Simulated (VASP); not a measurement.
# Sc2GaN2 (P-6m2) in VASP: notebook

Runs on Sc2GaN2. Level: PBE. Tasks: single point, relaxation of cell and atoms.

Everything below comes from runs of VASP 6.6.1. Logs are shortened: lines on timing, memory, paths and dates and some standing lists are left out, and cuts for length are marked.

**1. The cell of the first run**

It takes space group P-6m2 (No. 187, hexagonal). Conventional cell: a = 4.352 Å, b = 4.352 Å, c = 4.268 Å, α = 90.00°, β = 90.00°, γ = 120.00°. Within 2.8 Å of Sc (site symmetry -6m2) lie 5 N at 2.13 to 2.51 Å and 3 Sc at 2.51 Å. Sc (site symmetry -6m2) has 3 Sc at 2.51 Å and 9 N at 2.51 to 3.30 Å and 6 Ga at 3.30 Å within 3.3 Å. Ga (site symmetry -6m2) has 5 N at 2.13 to 2.51 Å within 2.8 Å. N (site symmetry -6m2) has 2 Ga at 2.13 Å and 6 Sc at 2.51 Å within 2.8 Å. N (site symmetry -6m2) has 2 Sc at 2.13 Å and 3 Ga at 2.51 Å within 2.8 Å.

**2. Single point, PBE**

INCAR

```
PREC = Accurate
ENCUT = 520
EDIFF = 1E-6
ISMEAR = 0
SIGMA = 0.1
LREAL = False
LASPH = True
NELM = 80
ALGO = Normal
ISIF = 2
LWAVE = False
LCHARG = True
GGA = PE
LELF = True
LVHAR = True
NBANDS = 30
```

KPOINTS

```
regular mesh
0
Gamma
  6 6 4
```

POSCAR

```
Sc2GaN2
1.0
    4.3517048313     -0.0000000031      0.0000000000
   -2.1758524129      3.7686869353      0.0000000000
    0.0000000000      0.0000000000      4.2682198011
Sc Ga N
2 1 2
Direct
    0.3333333333      0.6666666667      0.0000000000
    0.0000000000      0.0000000000      0.0000000000
    0.6666666667      0.3333333333      0.5000000000
    0.6666666667      0.3333333333      0.0000000000
    0.3333333333      0.6666666667      0.5000000000
```

Potentials or basis: VASP PAW PBE potentials, release 64 (Sc_sv, Ga_d, N).

Launch:

```console
$ cat potpaw_PBE.64/Sc_sv/POTCAR potpaw_PBE.64/Ga_d/POTCAR potpaw_PBE.64/N/POTCAR > POTCAR
$ mpirun -np 1 vasp_std > vasp.out
```

OUTCAR:

```text
PREC = Accurate
   ENCUT = 520
   EDIFF = 1E-6
   ISMEAR = 0
   LREAL = False
   LASPH = True
   NELM = 80
   ISIF = 2
   GGA = PE

 ion  position               nearest neighbor table
   1  0.333  0.667  0.000-   5 2.13   5 2.13   2 2.51   4 2.51   4 2.51   2 2.51   2 2.51   4 2.51

   2  0.000  0.000  0.000-   1 2.51   4 2.51   4 2.51   1 2.51   4 2.51   1 2.51
   3  0.667  0.333  0.500-   4 2.13   4 2.13
   4  0.667  0.333  0.000-   3 2.13   3 2.13   2 2.51   1 2.51   1 2.51   2 2.51   2 2.51   1 2.51

   5  0.333  0.667  0.500-   1 2.13   1 2.13

  LATTYP: Found a hexagonal cell.
 ALAT       =     4.3517048313
 C/A-ratio  =     0.9808155577

  Lattice vectors:

 A1 = (   4.3517048313,  -0.0000000031,   0.0000000000)
 A2 = (  -2.1758524129,   3.7686869353,   0.0000000000)
 A3 = (   0.0000000000,   0.0000000000,   4.2682198011)

Analysis of symmetry for initial positions (statically):
=====================================================================
 Subroutine PRICEL returns:
 Original cell was already a primitive cell.

 Routine SETGRP: Setting up the symmetry group for a
 hexagonal supercell.

 Subroutine GETGRP returns: Found 12 space group operations
 (whereof 12 operations were pure point group operations)
 out of a pool of 24 trial point group operations.

The static configuration has the point symmetry D_3h.

Analysis of symmetry for dynamics (positions and initial velocities):
=====================================================================
 Subroutine PRICEL returns:
 Original cell was already a primitive cell.

 Routine SETGRP: Setting up the symmetry group for a
 hexagonal supercell.

 Subroutine GETGRP returns: Found 12 space group operations
 (whereof 12 operations were pure point group operations)
 out of a pool of 24 trial point group operations.

The dynamic configuration has the point symmetry D_3h.

 Subroutine INISYM returns: Found 12 space group operations
 (whereof 12 operations are pure point group operations),
 and found     1 'primitive' translations

----------------------------------------------------------------------------------------

                                     Primitive cell

  volume of cell :      69.9997

  direct lattice vectors                    reciprocal lattice vectors
     4.351704831 -0.000000003  0.000000000     0.229794997  0.132672203  0.000000000
    -2.175852413  3.768686935  0.000000000     0.000000000  0.265344407  0.000000000
     0.000000000  0.000000000  4.268219801     0.000000000  0.000000000  0.234289715

  length of vectors
     4.351704831  4.351704831  4.268219801     0.265344407  0.265344407  0.234289715

  position of ions in fractional coordinates (direct lattice)
     0.333333333  0.666666667  0.000000000
     0.000000000  0.000000000  0.000000000
     0.666666667  0.333333333  0.500000000
     0.666666667  0.333333333  0.000000000
     0.333333333  0.666666667  0.500000000

  ion indices of the primitive-cell ions
   primitive index   ion index
                 1           1
                 2           2
                 3           3
                 4           4
                 5           5

----------------------------------------------------------------------------------------

 KPOINTS: regular mesh

Automatic generation of k-mesh.
 Grid dimensions read from file:
 generate k-points for:    6    6    4

 Generating k-lattice:

  Cartesian coordinates                     Fractional coordinates (reciprocal lattice)
     0.038299166  0.022112034  0.000000000     0.166666667  0.000000000  0.000000000
     0.000000000  0.044224068  0.000000000     0.000000000  0.166666667  0.000000000
     0.000000000  0.000000000  0.058572429     0.000000000  0.000000000  0.250000000

  Length of vectors
     0.044224068  0.044224068  0.058572429

  Shift w.r.t. Gamma in fractional coordinates (k-lattice)
     0.000000000  0.000000000  0.000000000

 Subroutine IBZKPT returns following result:
 ===========================================

 Found     21 irreducible k-points:

 Following reciprocal coordinates:
            Coordinates               Weight
  0.000000  0.000000  0.000000      1.000000
  0.166667  0.000000  0.000000      6.000000
  0.333333 -0.000000  0.000000      6.000000
  0.500000  0.000000  0.000000      3.000000
  0.166667  0.166667  0.000000      6.000000
  0.333333  0.166667  0.000000     12.000000
[... 13 lines left out ...]
  0.333333  0.166667  0.500000     12.000000
  0.333333  0.333333  0.500000      2.000000
   k-points           NKPTS =     21   k-points in BZ     NKDIM =     21   number of bands    NBANDS=     30
   number of dos      NEDOS =    301   number of ions     NIONS =      5
   total plane-waves  NPLWV =  32768
   dimension x,y,z NGX =    32 NGY =   32 NGZ =   32
   dimension x,y,z NGXF=    64 NGYF=   64 NGZF=   64
   ions per type =               2   1   2
   NGX,Y,Z   is equivalent  to a cutoff of  12.22, 12.22, 12.46 a.u.
   NGXF,Y,Z  is equivalent  to a cutoff of  24.45, 24.45, 24.93 a.u.
 SYSTEM =  unknown system
   PREC   = accura    normal or accurate (medium, high low for compatibility)
   ISTART =      0    job   : 0-new  1-cont  2-samecut
   ICHARG =      2    charge: 1-file 2-atom 10-const
   ISPIN  =      1    spin polarized calculation?
   LNONCOLLINEAR =      F non collinear calculations
   LSORBIT =      F    spin-orbit coupling
   LASPH  =      T    aspherical Exc in radial PAW
   ENCUT  =  520.0 eV  38.22 Ry    6.18 a.u.   8.09  8.09  7.94*2*pi/ulx,y,z
   NELM   =     80;   NELMIN=  2; NELMDL= -5     # of ELM steps
   EDIFF  = 0.1E-05   stopping-criterion for ELM
   LREAL  =      F    real-space projection
   EDIFFG = 0.1E-04   stopping-criterion for IOM
   NSW    =      0    number of steps for IOM
   IBRION =     -1    ionic relax: 0-MD 1-quasi-New 2-CG
   NFREE  =      0    steps in history (QN), initial steepest desc. (CG)
   ISIF   =      2    stress and relaxation
   ISYM   =      2    0-nonsym 1-usesym 2-fastsym
   POTIM  = 0.5000    time-step for ionic-motion
   TEBEG  =    0.0;   TEEND  =   0.0 temperature during run
   PSTRESS=    0.0 pullay stress
   NELECT =      45.0000    total number of electrons
   NUPDOWN=      -1.0000    fix difference up-down
   EMIN   =  10.00;   EMAX   =-10.00  energy-range for DOS
   EFERMI =   0.00;   METHOD = LEGACY
   ISMEAR =     0;   SIGMA  =   0.10  broadening in eV -4-tet -1-fermi 0-gaus
   EFERMI_NEDOS =   21; number of points for ismear=-14 and -15
   IALGO  =     38    algorithm
   IMIX   =      4    mixing-type and parameters
     AMIX     =   0.40;   BMIX     =  1.00
     AMIX_MAG =   1.60;   BMIX_MAG =  1.00
  volume/ion in A,a.u.               =      14.00        94.48
  Fermi-wavevector in a.u.,A,eV,Ry     =   1.412907  2.670007 27.161395  1.996306
  Thomas-Fermi vector in A             =   2.534607
   LORBIT       =      0    0 simple, 1 ext, 2 COOP (PROOUT), +10 PAW based schemes
   GGA     = PE    functional components
   LHFCALC =     F    Hartree Fock is set to
   AEXX    =    0.0000 exact exchange contribution
   IVDW    =     0    specifies the selected vdW correction
   LEPSILON=     F    determine dielectric tensor
   LRPA    =     F    only Hartree local field effects (RPA)
 non-spin polarized calculation
 Gauss-broadening in eV      SIGMA  =   0.10
  energy-cutoff  :      520.00
  volume of cell :       70.00
 maximum number of plane-waves:      1908
   NGX = 17   NGY = 17   NGZ = 15

 number of electron      45.0000003 magnetization

 Free energy of the ion-electron system (eV)
  ---------------------------------------------------
  ext. energy  EPLUGINS =         0.00000000
  ---------------------------------------------------
  free energy    TOTEN  =       -30.60900509 eV

  energy without entropy =      -30.57940222  energy(sigma->0) =      -30.59420365

 E-fermi :   6.2764     XC(G=0): -11.1809

 val. band max:        6.2747753352   @ k =   0.1667   0.0000   0.0000
 cond. band min:       6.2799203856   @ k =   0.3333  -0.0000   0.2500
 fundamental gap:      0.0051450504
 Fermi energy:         6.2764122467

 k-point     1 :       0.0000    0.0000    0.0000
  band No.  band energies     occupation
      1     -43.9191      2.00000
      2     -42.9780      2.00000
      3     -22.9610      2.00000
      4     -22.9610      2.00000
      5     -22.6152      2.00000
      6     -21.5928      2.00000
[... 22 lines left out ...]
     29       8.8600      0.00000
     30       8.8600      0.00000

 k-point     2 :       0.1667    0.0000    0.0000
  band No.  band energies     occupation
      1     -43.9038      2.00000
      2     -42.9954      2.00000
      3     -22.9925      2.00000
      4     -22.9151      2.00000
      5     -22.6071      2.00000
      6     -21.6475      2.00000
[... 22 lines left out ...]
     29       9.0898      0.00000
     30       9.1302      0.00000

 k-point     3 :       0.3333   -0.0000    0.0000
  band No.  band energies     occupation
      1     -43.8712      2.00000
      2     -43.0319      2.00000
      3     -23.0510      2.00000
      4     -22.8153      2.00000
      5     -22.5905      2.00000
      6     -21.7628      2.00000
[... 22 lines left out ...]
     29       8.9263      0.00000
     30       9.5913      0.00000

 k-point     4 :       0.5000    0.0000    0.0000
  band No.  band energies     occupation
      1     -43.8538      2.00000
      2     -43.0513      2.00000
      3     -23.0785      2.00000
      4     -22.7596      2.00000
      5     -22.5819      2.00000
      6     -21.8251      2.00000
[... 517 lines left out ...]
     29       9.0323      0.00000
     30       9.5115      0.00000

 k-point    20 :       0.3333    0.1667    0.5000
  band No.  band energies     occupation
      1     -43.8533      2.00000
      2     -43.0503      2.00000
      3     -23.1133      2.00000
      4     -22.6935      2.00000
      5     -22.5949      2.00000
      6     -21.8737      2.00000
[... 22 lines left out ...]
     29       8.9932      0.00000
     30       9.8585      0.00000

 k-point    21 :       0.3333    0.3333    0.5000
  band No.  band energies     occupation
      1     -43.8443      2.00000
      2     -43.0602      2.00000
      3     -23.1563      2.00000
      4     -22.5903      2.00000
      5     -22.5899      2.00000
      6     -21.9705      2.00000
[... 22 lines left out ...]
     29       8.9976      0.00000
     30       9.6929      0.00000

------------------------ aborting loop because EDIFF is reached ----------------------------------------

  FORCE on cell =-STRESS in cart. coord.  units (eV):
  Direction    XX          YY          ZZ          XY          YZ          ZX
  --------------------------------------------------------------------------------------
  -------------------------------------------------------------------------------------
  Total        0.1912074      0.1912074      0.3143550      0.0000000      0.0000000      0.0000000
  in kB        4.3764206      4.3764206      7.1950633      0.0000000      0.0000000      0.0000000
  external PRESSURE =       5.3159682 kB  Pullay stress =       0.0000000 kB

 VOLUME and BASIS-vectors are now :
 -----------------------------------------------------------------------------
  energy-cutoff  :      520.00
  volume of cell :       70.00
      direct lattice vectors                 reciprocal lattice vectors
     4.351704831 -0.000000003  0.000000000     0.229794997  0.132672203  0.000000000
    -2.175852413  3.768686935  0.000000000     0.000000000  0.265344407  0.000000000
     0.000000000  0.000000000  4.268219801     0.000000000  0.000000000  0.234289715

 POSITION                                       TOTAL-FORCE (eV/Angst)
 -----------------------------------------------------------------------------------
      0.00000      2.51246      0.00000        -0.000000      0.000000      0.000000
      0.00000      0.00000      0.00000        -0.000000      0.000000      0.000000
      2.17585      1.25623      2.13411         0.000000      0.000000      0.000000
      2.17585      1.25623      0.00000        -0.000000      0.000000      0.000000
      0.00000      2.51246      2.13411        -0.000000     -0.000000      0.000000
 -----------------------------------------------------------------------------------
    total drift:                                0.000002     -0.000001      0.000000

  FREE ENERGIE OF THE ION-ELECTRON SYSTEM (eV)
  ---------------------------------------------------
  free  energy   TOTEN  =       -30.6090050875 eV

  energy  without entropy=      -30.5794022192  energy(sigma->0) =      -30.59420365
```

Run time: 28 s. Hardware: 1 thread of Intel Xeon Platinum 8488C (Sapphire Rapids), shared host; peak memory 0.19 GiB.

Results:

| Property | Result |
| --- | --- |
| Free energy | -30.6090 eV |
| Pressure | 0.5 GPa |

Stress tensor (GPa, compression positive):
```
0.44 0.00 0.00
0.00 0.44 0.00
0.00 0.00 0.72
```

Caveat: the k points lie up to 0.37 Å⁻¹ apart.

**3. Relaxation of cell and atoms, PBE**

This run uses another cell than the first one, of 15.55 Å³/atom, 1.111 times its volume.

INCAR

```
SYSTEM = Sc2GaN2
PREC = Accurate
ENCUT = 600
EDIFF = 1E-6
ISMEAR = 0
SIGMA = 0.1
LREAL = .FALSE.
LASPH = .TRUE.
NELM = 100
ALGO = Normal
ISIF = 3
LWAVE = .FALSE.
LCHARG = .FALSE.
GGA = PE
IBRION = 2
NSW = 90
EDIFFG = -0.04
```

KPOINTS

```
regular mesh
0
G
  6 6 4
  0 0 0
```

POSCAR

```
Sc2GaN2
1.0
    3.9916899900      0.0000000000      0.0000000000
   -1.9958449900      3.4569049300      0.0000000000
    0.0000000000      0.0000000000      5.6341397300
Sc Ga N
2 1 2
Direct
    0.3333333300      0.6666666700      0.0000000000
    0.0000000000      0.0000000000      0.0000000000
    0.6666666700      0.3333333300      0.5000000000
    0.6666666700      0.3333333300      0.0000000000
    0.3333333300      0.6666666700      0.5000000000
```

Potentials or basis: VASP PAW PBE potentials, release 64 (Sc_sv, Ga_d, N).

Launch:

```console
$ cat potpaw_PBE.64/Sc_sv/POTCAR potpaw_PBE.64/Ga_d/POTCAR potpaw_PBE.64/N/POTCAR > POTCAR
$ mpirun -np 1 vasp_std > vasp.out
```

It took 7.7 min on 1 thread of Intel Xeon Platinum 8488C (Sapphire Rapids), shared host; peak memory 0.26 GiB.

Results (log left out):

```yaml
Free_energy: -30.6181 eV
Relaxed_volume: 14.05 Å³/atom
Relaxed_cell: a = 4.356 Å, b = 4.356 Å, c = 4.275 Å, α = 90.00°, β = 90.00°, γ = 120.00°
Space_group_after_relaxing_to_0.05_Å: P-6m2 (No. 187)
Energy_gained_by_relaxing: 385.9 meV/atom
Ionic_steps: 13
Pressure_after_relaxing: 0.1 GPa
```

Step by step:
| step | energy change (eV) | largest force (eV/Å) | pressure (GPa) | volume (Å³) |
| --- | --- | --- | --- | --- |
| 1 | 0.0000 | 0.0000 | -4.05 | 77.74 |
| 2 | -0.6210 | 0.0000 | -2.98 | 73.23 |
| 3 | -1.4642 | 0.0000 | 2.70 | 66.62 |
| 4 | 3.0777 | 0.0000 | 77.75 | 52.31 |
| 5 | -1.5636 | 0.0000 | 4.79 | 65.34 |
| 6 | -1.6255 | 0.0000 | 11.29 | 62.62 |
| 7 | -1.7445 | 0.0000 | 10.22 | 64.79 |
| 8 | -1.7573 | 0.0000 | 10.13 | 64.33 |
| 9 | -1.9239 | 0.0000 | 1.07 | 69.23 |
| 10 | -1.9259 | 0.0000 | 0.04 | 69.91 |
| 11 | -1.9259 | 0.0000 | 0.21 | 69.80 |
| 12 | -1.9277 | 0.0000 | 0.19 | 69.96 |
| 13 | -1.9293 | 0.0000 | 0.15 | 70.25 |

Final structure:
```cif
data_structure
_symmetry_space_group_name_H-M 'P 1'
_symmetry_Int_Tables_number 1
_cell_length_a 4.3562
_cell_length_b 4.3562
_cell_length_c 4.2746
_cell_angle_alpha 90.000
_cell_angle_beta 90.000
_cell_angle_gamma 120.000
_cell_volume 70.25
loop_
_atom_site_label
_atom_site_type_symbol
_atom_site_fract_x
_atom_site_fract_y
_atom_site_fract_z
_atom_site_occupancy
Sc1 Sc 0.33333 0.66667 0.00000 1
Sc2 Sc 0.00000 0.00000 0.00000 1
Ga1 Ga 0.66667 0.33333 0.50000 1
N1 N 0.66667 0.33333 0.00000 1
N2 N 0.33333 0.66667 0.50000 1
```

Levels at points of the mesh, in eV from the Fermi level:
| k point | band 18 | band 19 | band 20 | band 21 | band 22 | band 23 | band 24 | band 25 | band 26 | band 27 |
| --- | --- | --- | --- | --- | --- | --- | --- | --- | --- | --- |
| (0.00, 0.00, 0.00) | -5.09 | -3.65 | -2.62 | -2.62 | -1.71 | 0.19 | 0.19 | 0.59 | 1.23 | 1.23 |
| (0.50, 0.00, 0.00) | -4.95 | -4.70 | -2.79 | -2.18 | -1.14 | -0.54 | -0.42 | 0.77 | 1.11 | 1.23 |
| (0.00, 0.00, 0.50) | -4.57 | -4.41 | -3.64 | -3.64 | -0.07 | -0.07 | 0.53 | 0.90 | 1.17 | 1.17 |
| (0.50, 0.00, 0.50) | -4.47 | -4.13 | -3.88 | -3.13 | -0.67 | 0.48 | 0.55 | 1.10 | 1.66 | 1.82 |
